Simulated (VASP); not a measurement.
Here is a VASP 6.6.1 calculation.

Contents of INCAR:

```
PREC = Accurate ; ENCUT = 520
EDIFF = 1E-6 ; ISMEAR = 0
SIGMA = 0.1 ; LREAL = F
LASPH = T ; NELM = 100
ALGO = Normal ; ISIF = 2
LWAVE = F ; LCHARG = T
GGA = PE ; LELF = T
LVHAR = T ; NBANDS = 28
```

Contents of KPOINTS:

```
Automatic mesh
0
Gamma
  4 4 4
```

POSCAR

```
La3B2
1.0
    5.1533609109      0.0000000000      0.0000000000
    0.0000000000      5.1533609109      0.0000000000
    0.0000000000      0.0000000000      5.1533609109
La B
3 2
Direct
    0.0000000000      0.5000000000      0.5000000000
    0.5000000000      0.0000000000      0.5000000000
    0.5000000000      0.5000000000      0.0000000000
    0.5000000000      0.5000000000      0.5000000000
    0.0000000000      0.0000000000      0.0000000000
```

Potentials or basis: VASP PAW PBE potentials, release 64 (La, B).

The run is started by

```sh
$ cat potpaw_PBE.64/La/POTCAR potpaw_PBE.64/B/POTCAR > POTCAR
$ mpirun -np 1 vasp_std > vasp.out
```

Q: Estimate the pressure.

A: 0.1 GPa.
